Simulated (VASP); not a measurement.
# AgI (F-43m) in VASP: single point with PBE

Aim: the single point of AgI with PBE.

All numbers are computed with VASP 6.6.1; they aren't measurements. Logs are shortened: lines on timing, memory, paths and dates and some standing lists are left out, and cuts for length are marked.

## 1. The cell of the first run

Symmetry: F-43m, No. 216, cubic system. The conventional cell has a = 6.473 Å, b = 6.473 Å, c = 6.473 Å, α = 90.00°, β = 90.00°, γ = 90.00°. Within 3.7 Å of Ag (site symmetry -43m) lie 4 I at 2.80 Å. Within 3.7 Å of I (site symmetry -43m) lie 4 Ag at 2.80 Å.

## 2. Single point, PBE

Contents of INCAR:

```
SYSTEM = AgI
ALGO = Normal
EDIFF = 1E-6
ENCUT = 500
GGA = PE
GGA_COMPAT = .False.
ISIF = 2
ISMEAR = 0
LASPH = .True.
LCHARG = .False.
LREAL = .False.
LWAVE = .False.
NBANDS = 16
NELM = 120
PREC = Accurate
SIGMA = 0.05
```

Contents of KPOINTS:

```
k-points
0
Gamma
  10 10 10
  0 0 0
```

Contents of POSCAR:

```
AgI
1.0
    0.0000000000      3.2364994200      3.2364994200
    3.2364994200      0.0000000000      3.2364994200
    3.2364994200      3.2364994200      0.0000000000
Ag I
1 1
Direct
    0.0000000000      0.0000000000      0.0000000000
    0.7500000000      0.7500000000      0.7500000000
```

Potentials or basis: VASP PAW PBE potentials, release 64 (Ag, I).

On the command line:

```
$ cat potpaw_PBE.64/Ag/POTCAR potpaw_PBE.64/I/POTCAR > POTCAR
$ mpirun -np 1 vasp_std > vasp.out
```

OUTCAR:

```text
SYSTEM = AgI
   EDIFF = 1E-6
   ENCUT = 500
   GGA = PE
   ISIF = 2
   ISMEAR = 0
   LASPH = .True.
   LREAL = .False.
   NELM = 120
   PREC = Accurate

 ion  position               nearest neighbor table
   1  0.000  0.000  0.000-   2 2.80   2 2.80   2 2.80   2 2.80
   2  0.750  0.750  0.750-   1 2.80   1 2.80   1 2.80   1 2.80

  LATTYP: Found a face centered cubic cell.
 ALAT       =     6.4729988400

  Lattice vectors:

 A1 = (   0.0000000000,   3.2364994200,   3.2364994200)
 A2 = (   3.2364994200,   0.0000000000,   3.2364994200)
 A3 = (   3.2364994200,   3.2364994200,   0.0000000000)

Analysis of symmetry for initial positions (statically):
=====================================================================
 Subroutine PRICEL returns:
 Original cell was already a primitive cell.

 Routine SETGRP: Setting up the symmetry group for a
 face centered cubic supercell.

 Subroutine GETGRP returns: Found 24 space group operations
 (whereof 24 operations were pure point group operations)
 out of a pool of 48 trial point group operations.

The static configuration has the point symmetry T_d .

Analysis of symmetry for dynamics (positions and initial velocities):
=====================================================================
 Subroutine PRICEL returns:
 Original cell was already a primitive cell.

 Routine SETGRP: Setting up the symmetry group for a
 face centered cubic supercell.

 Subroutine GETGRP returns: Found 24 space group operations
 (whereof 24 operations were pure point group operations)
 out of a pool of 48 trial point group operations.

The dynamic configuration has the point symmetry T_d .

 Subroutine INISYM returns: Found 24 space group operations
 (whereof 24 operations are pure point group operations),
 and found     1 'primitive' translations

----------------------------------------------------------------------------------------

                                     Primitive cell

  volume of cell :      67.8042

  direct lattice vectors                    reciprocal lattice vectors
     0.000000000  3.236499420  3.236499420    -0.154487900  0.154487900  0.154487900
     3.236499420  0.000000000  3.236499420     0.154487900 -0.154487900  0.154487900
     3.236499420  3.236499420  0.000000000     0.154487900  0.154487900 -0.154487900

  length of vectors
     4.577101374  4.577101374  4.577101374     0.267580893  0.267580893  0.267580893

  position of ions in fractional coordinates (direct lattice)
     0.000000000  0.000000000  0.000000000
     0.750000000  0.750000000  0.750000000

  ion indices of the primitive-cell ions
   primitive index   ion index
                 1           1
                 2           2

----------------------------------------------------------------------------------------

 KPOINTS: k-points

Automatic generation of k-mesh.
 Grid dimensions read from file:
 generate k-points for:   10   10   10

 Generating k-lattice:

  Cartesian coordinates                     Fractional coordinates (reciprocal lattice)
    -0.015448790  0.015448790  0.015448790     0.100000000  0.000000000  0.000000000
     0.015448790 -0.015448790  0.015448790     0.000000000  0.100000000  0.000000000
     0.015448790  0.015448790 -0.015448790     0.000000000  0.000000000  0.100000000

  Length of vectors
     0.026758089  0.026758089  0.026758089

  Shift w.r.t. Gamma in fractional coordinates (k-lattice)
     0.000000000  0.000000000  0.000000000

 Subroutine IBZKPT returns following result:
 ===========================================

 Found     47 irreducible k-points:

 Following reciprocal coordinates:
            Coordinates               Weight
  0.000000  0.000000  0.000000      1.000000
  0.100000  0.000000  0.000000      8.000000
  0.200000  0.000000  0.000000      8.000000
  0.300000  0.000000  0.000000      8.000000
  0.400000  0.000000  0.000000      8.000000
  0.500000  0.000000  0.000000      4.000000
[... 16 lines left out ...]
  0.300000  0.300000  0.000000      6.000000
  0.400000  0.300000  0.000000     24.000000
 [... further k-points ...]
   k-points           NKPTS =     47   k-points in BZ     NKDIM =     47   number of bands    NBANDS=     16
   number of dos      NEDOS =    301   number of ions     NIONS =      2
   total plane-waves  NPLWV =  46656
   dimension x,y,z NGX =    36 NGY =   36 NGZ =   36
   dimension x,y,z NGXF=    72 NGYF=   72 NGZF=   72
   ions per type =               1   1
   NGX,Y,Z   is equivalent  to a cutoff of  13.08, 13.08, 13.08 a.u.
   NGXF,Y,Z  is equivalent  to a cutoff of  26.15, 26.15, 26.15 a.u.
 SYSTEM =  AgI
   PREC   = accura    normal or accurate (medium, high low for compatibility)
   ISTART =      0    job   : 0-new  1-cont  2-samecut
   ICHARG =      2    charge: 1-file 2-atom 10-const
   ISPIN  =      1    spin polarized calculation?
   LNONCOLLINEAR =      F non collinear calculations
   LSORBIT =      F    spin-orbit coupling
   LASPH  =      T    aspherical Exc in radial PAW
   ENCUT  =  500.0 eV  36.75 Ry    6.06 a.u.   8.35  8.35  8.35*2*pi/ulx,y,z
   NELM   =    120;   NELMIN=  2; NELMDL= -5     # of ELM steps
   EDIFF  = 0.1E-05   stopping-criterion for ELM
   LREAL  =      F    real-space projection
   EDIFFG = 0.1E-04   stopping-criterion for IOM
   NSW    =      0    number of steps for IOM
   IBRION =     -1    ionic relax: 0-MD 1-quasi-New 2-CG
   NFREE  =      0    steps in history (QN), initial steepest desc. (CG)
   ISIF   =      2    stress and relaxation
   ISYM   =      2    0-nonsym 1-usesym 2-fastsym
   POTIM  = 0.5000    time-step for ionic-motion
   TEBEG  =    0.0;   TEEND  =   0.0 temperature during run
   PSTRESS=    0.0 pullay stress
   NELECT =      18.0000    total number of electrons
   NUPDOWN=      -1.0000    fix difference up-down
   EMIN   =  10.00;   EMAX   =-10.00  energy-range for DOS
   EFERMI =   0.00;   METHOD = LEGACY
   ISMEAR =     0;   SIGMA  =   0.05  broadening in eV -4-tet -1-fermi 0-gaus
   EFERMI_NEDOS =   21; number of points for ismear=-14 and -15
   IALGO  =     38    algorithm
   IMIX   =      4    mixing-type and parameters
     AMIX     =   0.40;   BMIX     =  1.00
     AMIX_MAG =   1.60;   BMIX_MAG =  1.00
  volume/ion in A,a.u.               =      33.90       228.78
  Fermi-wavevector in a.u.,A,eV,Ry     =   1.052156  1.988287 15.062088  1.107032
  Thomas-Fermi vector in A             =   2.187228
   LORBIT       =      0    0 simple, 1 ext, 2 COOP (PROOUT), +10 PAW based schemes
   GGA     = PE    functional components
   LHFCALC =     F    Hartree Fock is set to
   AEXX    =    0.0000 exact exchange contribution
   IVDW    =     0    specifies the selected vdW correction
   LEPSILON=     F    determine dielectric tensor
   LRPA    =     F    only Hartree local field effects (RPA)
 non-spin polarized calculation
 Gauss-broadening in eV      SIGMA  =   0.05
  energy-cutoff  :      500.00
  volume of cell :       67.80
 maximum number of plane-waves:      1759
 NGX is ok and might be reduce to    36
   NGX = 17   NGY = 17   NGZ = 17

 number of electron      17.9999998 magnetization

 Free energy of the ion-electron system (eV)
  ---------------------------------------------------
  ext. energy  EPLUGINS =         0.00000000
  ---------------------------------------------------
  free energy    TOTEN  =        -4.76121751 eV

  energy without entropy =       -4.76121751  energy(sigma->0) =       -4.76121751

 E-fermi :   3.4657     XC(G=0):  -8.4758

 val. band max:        3.2448968005   @ k =   0.0000   0.0000   0.0000
 cond. band min:       4.5872298062   @ k =   0.0000   0.0000   0.0000
 fundamental gap:      1.3423330057
 Fermi energy:         3.4656908256

 k-point     1 :       0.0000    0.0000    0.0000
  band No.  band energies     occupation
      1      -9.6166      2.00000
      2      -1.0349      2.00000
      3      -1.0349      2.00000
      4      -1.0349      2.00000
      5       0.1283      2.00000
      6       0.1283      2.00000
[... 8 lines left out ...]
     15      13.2928      0.00000
     16      13.2928      0.00000

 k-point     2 :       0.1000    0.0000    0.0000
  band No.  band energies     occupation
      1      -9.5895      2.00000
      2      -1.0507      2.00000
      3      -1.0170      2.00000
      4      -1.0170      2.00000
      5       0.1256      2.00000
      6       0.1256      2.00000
[... 8 lines left out ...]
     15      12.8304      0.00000
     16      12.8304      0.00000

 k-point     3 :       0.2000    0.0000    0.0000
  band No.  band energies     occupation
      1      -9.5173      2.00000
      2      -1.0781      2.00000
      3      -0.9708      2.00000
      4      -0.9708      2.00000
      5       0.1229      2.00000
      6       0.1229      2.00000
[... 8 lines left out ...]
     15      12.4667      0.00000
     16      12.8415      0.00000

 k-point     4 :       0.3000    0.0000    0.0000
  band No.  band energies     occupation
      1      -9.4250      2.00000
      2      -1.0725      2.00000
      3      -0.9163      2.00000
      4      -0.9163      2.00000
      5       0.1306      2.00000
      6       0.1306      2.00000
[... 8 lines left out ...]
     15      12.6710      0.00000
     16      12.6710      0.00000

 k-point     5 :       0.4000    0.0000    0.0000
  band No.  band energies     occupation
      1      -9.3478      2.00000
      2      -1.0094      2.00000
      3      -0.8752      2.00000
      4      -0.8752      2.00000
      5       0.1485      2.00000
      6       0.1485      2.00000
[... 8 lines left out ...]
     15      13.4227      0.00000
     16      13.4227      0.00000

 k-point     6 :       0.5000    0.0000    0.0000
  band No.  band energies     occupation
      1      -9.3176      2.00000
      2      -0.9561      2.00000
      3      -0.8606      2.00000
      4      -0.8606      2.00000
      5       0.1589      2.00000
      6       0.1589      2.00000
[... 8 lines left out ...]
     15      14.1101      0.00000
     16      14.1101      0.00000

 k-point     7 :       0.1000    0.1000    0.0000
  band No.  band energies     occupation
      1      -9.5805      2.00000
      2      -1.0723      2.00000
      3      -1.0023      2.00000
      4      -1.0023      2.00000
      5       0.1122      2.00000
      6       0.1367      2.00000
[... 8 lines left out ...]
     15      12.9431      0.00000
     16      13.3414      0.00000

 k-point     8 :       0.2000    0.1000    0.0000
  band No.  band energies     occupation
      1      -9.5233      2.00000
      2      -1.1047      2.00000
      3      -0.9623      2.00000
      4      -0.9563      2.00000
      5       0.0991      2.00000
      6       0.1433      2.00000
[... 8 lines left out ...]
     15      13.1182      0.00000
     16      13.5451      0.00000

 k-point     9 :       0.3000    0.1000    0.0000
  band No.  band energies     occupation
      1      -9.4376      2.00000
      2      -1.1064      2.00000
      3      -0.9132      2.00000
      4      -0.8980      2.00000
      5       0.0998      2.00000
      6       0.1517      2.00000
[... 8 lines left out ...]
     15      13.1580      0.00000
     16      13.2802      0.00000
[... 172 lines left out ...]
 k-point    19 :       0.5000    0.2000    0.0000
  band No.  band energies     occupation
      1      -9.2848      2.00000
      2      -1.0375      2.00000
      3      -0.7614      2.00000
      4      -0.7405      2.00000
      5       0.1462      2.00000
      6       0.1683      2.00000
[... 8 lines left out ...]
     15      14.2000      0.00000
     16      14.4331      0.00000

 k-point    20 :      -0.4000    0.2000    0.0000
  band No.  band energies     occupation
      1      -9.2783      2.00000
      2      -0.9417      2.00000
      3      -0.7794      2.00000
      4      -0.7725      2.00000
      5       0.1075      2.00000
      6       0.1376      2.00000
[... 8 lines left out ...]
     15      13.2154      0.00000
     16      14.3360      0.00000

 k-point    21 :      -0.3000    0.2000    0.0000
  band No.  band energies     occupation
      1      -9.3205      2.00000
      2      -0.9392      2.00000
      3      -0.8862      2.00000
      4      -0.8289      2.00000
      5       0.1055      2.00000
      6       0.1544      2.00000
[... 8 lines left out ...]
     15      13.6196      0.00000
     16      14.6331      0.00000

 k-point    22 :      -0.2000    0.2000    0.0000
  band No.  band energies     occupation
      1      -9.3935      2.00000
      2      -1.0502      2.00000
      3      -0.8945      2.00000
      4      -0.8921      2.00000
      5       0.0930      2.00000
      6       0.1623      2.00000
[... 8 lines left out ...]
     15      13.6655      0.00000
     16      14.5691      0.00000

 k-point    23 :       0.3000    0.3000    0.0000
  band No.  band energies     occupation
      1      -9.3616      2.00000
      2      -1.2543      2.00000
      3      -0.7579      2.00000
      4      -0.7579      2.00000
      5       0.0657      2.00000
      6       0.1861      2.00000
[... 8 lines left out ...]
     15      13.6890      0.00000
     16      16.1581      0.00000

 k-point    24 :       0.4000    0.3000    0.0000
  band No.  band energies     occupation
      1      -9.3006      2.00000
      2      -1.2533      2.00000
      3      -0.6867      2.00000
      4      -0.6822      2.00000
      5       0.1005      2.00000
      6       0.1944      2.00000
[... 8 lines left out ...]
     15      13.9922      0.00000
     16      15.9506      0.00000

 [... further k-points ...]
[... 5 lines left out ...]
  --------------------------------------------------------------------------------------
  -------------------------------------------------------------------------------------
  Total        0.9227730      0.9227730      0.9227730      0.0000000      0.0000000      0.0000000
  in kB       21.8046373     21.8046373     21.8046373      0.0000000      0.0000000      0.0000000
  external PRESSURE =      21.8046373 kB  Pullay stress =       0.0000000 kB

 VOLUME and BASIS-vectors are now :
 -----------------------------------------------------------------------------
  energy-cutoff  :      500.00
  volume of cell :       67.80
      direct lattice vectors                 reciprocal lattice vectors
     0.000000000  3.236499420  3.236499420    -0.154487900  0.154487900  0.154487900
     3.236499420  0.000000000  3.236499420     0.154487900 -0.154487900  0.154487900
     3.236499420  3.236499420  0.000000000     0.154487900  0.154487900 -0.154487900

 POSITION                                       TOTAL-FORCE (eV/Angst)
 -----------------------------------------------------------------------------------
      0.00000      0.00000      0.00000        -0.000000      0.000000      0.000000
      4.85475      4.85475      4.85475         0.000000     -0.000000     -0.000000
 -----------------------------------------------------------------------------------
    total drift:                                0.000000      0.000000      0.000000

  FREE ENERGIE OF THE ION-ELECTRON SYSTEM (eV)
  ---------------------------------------------------
  free  energy   TOTEN  =        -4.7612175133 eV

  energy  without entropy=       -4.7612175133  energy(sigma->0) =       -4.76121751
```

Run time: 46 s. Hardware: 1 thread of Intel Xeon Platinum 8259CL at 2.50GHz (Skylake/Cascade Lake), shared host; peak memory 0.23 GiB.

What came out:

* Free energy: -4.7612 eV
* Pressure: 2.2 GPa
* Band gap on the k mesh: 1.34 eV, direct

Caveat: spin-orbit coupling is left out, which moves the levels of the heavy elements.
